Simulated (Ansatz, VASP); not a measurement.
Two plane-wave programs on SnO2

```
Sn O
1.0
     0.00000    3.93387    3.93387
     3.93387    0.00000    3.93387
     3.93387    3.93387    0.00000
Sn O
2 4
Cartesian
  5.9008 5.9008 5.9008
  1.9669 1.9669 1.9669
  3.0893 3.0893 3.0893
  4.7784 4.7784 3.0893
  4.7784 3.0893 4.7784
  3.0893 4.7784 4.7784
```

Alike in both runs: functional PBE; k mesh 4 × 4 × 4; occupations gaussian, width 0.1 eV; no spin polarisation.

Ansatz relaxed the structure, and its values are those at the end. VASP's run is a single point on that final structure, the one shown.

|  | VASP | Ansatz |
| --- | --- | --- |
| version | VASP 6.6.1 | Ansatz 0.2.0 |
| potentials or method | VASP PAW PBE potentials, release 64 (Sn_d, O), cutoff 520 eV | scalar-relativistic, plane waves, PAW |
| valence electrons in the cell | 52 | 52 |

|  | VASP | Ansatz | Ansatz less VASP |
| --- | --- | --- | --- |
| gap on the k mesh at the Fermi level (eV) | none | none | - |
| pressure (GPa) | 0.2 | 0.0 | -0.15 |
| rms of the force components (eV/Å) | 0.038 | 0.002 | -0.0357 |

A gap of «none» marks a metal or a gap that the smearing closes.
